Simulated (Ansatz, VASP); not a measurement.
**Two plane-wave programs on AlAu2**

The input INCAR:

```
PREC = Accurate
ENCUT = 520
EDIFF = 1E-6
ISMEAR = 0
SIGMA = 0.15
LREAL = F
LASPH = T
NELM = 100
ALGO = Fast
ISIF = 2
LWAVE = F
LCHARG = F
GGA = CA
NBANDS = 20
```

File KPOINTS:

```
regular mesh
0
Gamma
  16 16 16
```

POSCAR

```
AlAu2
1.0
   -1.6688500000      1.6688500000      3.9824500000
    1.6688500000     -1.6688500000      3.9824500000
    1.6688500000      1.6688500000     -3.9824500000
Al Au
1 2
Direct
    0.0000000000      0.0000000000      0.0000000000
    0.6570428093      0.6570428093      0.0000000000
    0.3429571907      0.3429571907      0.0000000000
```

Input for Ansatz:

```yaml
crystal:
  lattice:
    - [-1.66885, 1.66885, 3.98245]
    - [1.66885, -1.66885, 3.98245]
    - [1.66885, 1.66885, -3.98245]
  atoms:
    - { symbol: Al, position: [0.0, 0.0, 0.0] }
    - { symbol: Au, position: [0.6570428093, 0.6570428093, 0.0] }
    - { symbol: Au, position: [0.3429571907, 0.3429571907, 0.0] }
basis:
  ecutwfc: 420
kpoints:
  mp_grid: { grid: [16, 16, 16] }
hamiltonian:
  xc: lda
scf:
  occupations: { method: gaussian, width: 0.15 }
output:
  forces: true
  stress: true
  eigenvalues: true
```

Alike in both runs: task single point; functional LDA; k mesh 16 × 16 × 16; occupations gaussian, width 0.15 eV; no spin polarisation.

```csv
,VASP,Ansatz
version,VASP 6.6.1,Ansatz 0.2.0
potentials or method,"VASP PAW LDA potentials, release 64 (Al, Au), cutoff 520 eV","scalar-relativistic, plane waves, PAW"
valence electrons in the cell,25,41
```

Ansatz gave:

| Item | Value |
| --- | --- |
| gap on the k mesh at the Fermi level (eV) | none |
| pressure (GPa) | 16.8 |
| traceless stress, the component that is largest in VASP (GPa) | 13.00 |
| rms of the force components (eV/Å) | 0.814 |

Q: Which values does VASP return?

A: gap on the k mesh at the Fermi level (eV): none; pressure (GPa): 17.3; traceless stress, the component that is largest in VASP (GPa): 13.21; rms of the force components (eV/Å): 0.821.

LDA's correlation is that of Perdew and Zunger in VASP and of Perdew and Wang (1992) in Ansatz. Atom by atom the forces differ by 0.007 eV/Å (rms over components). A gap of «none» marks a metal or a gap that the smearing closes. VASP's potentials hold 25 valence electrons a cell and Ansatz's 41, so a difference there can come from the potentials and not from the codes.

Spin-orbit coupling is off throughout.
